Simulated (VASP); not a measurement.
Input of a VASP 6.6.1 run:

File INCAR:

```
SYSTEM = Pb
PREC = Accurate ; ENCUT = 520
EDIFF = 1E-6 ; ISMEAR = -1
SIGMA = 0.08 ; LREAL = .FALSE.
LASPH = .TRUE. ; NELM = 100
ALGO = Normal ; ISIF = 2
LWAVE = .FALSE. ; LCHARG = .FALSE.
GGA = PS ; NBANDS = 21
```

Contents of KPOINTS:

```
regular mesh
0
G
  14 14 8
  0 0 0
```

The input POSCAR:

```
Pb
1.0
    3.4104006768      0.0000000000      0.0000000000
   -1.7052003384      2.9534936231      0.0000000000
    0.0000000000      0.0000000000      5.5900000000
Pb
2
Direct
    0.3333333333      0.6666666667      0.2500000000
    0.6666666667      0.3333333333      0.7500000000
```

Potentials or basis: VASP PAW PBE potentials, release 64 (Pb_d).

Command:

```console
$ cat potpaw_PBE.64/Pb_d/POTCAR > POTCAR
$ mpirun -np 1 vasp_std > vasp.out
```

Task: Estimate the band gap on the k mesh.

Result: Zero (bands 14 and 15 overlap by 7.97 eV).

Task: What does it give for the pressure?

Result: 3.1 GPa.

Stress tensor (GPa, compression positive):
```
2.75 0.00 0.00
0.00 2.75 0.00
0.00 0.00 3.85
```

Caveat: the cell differs from its parent crystal (equal xx and yy strain of -2 %); the cell stands under pressure; the PAW data sets were made with another functional, which shifts forces and pressure a little; spin-orbit coupling is left out, which moves the levels of the heavy elements.
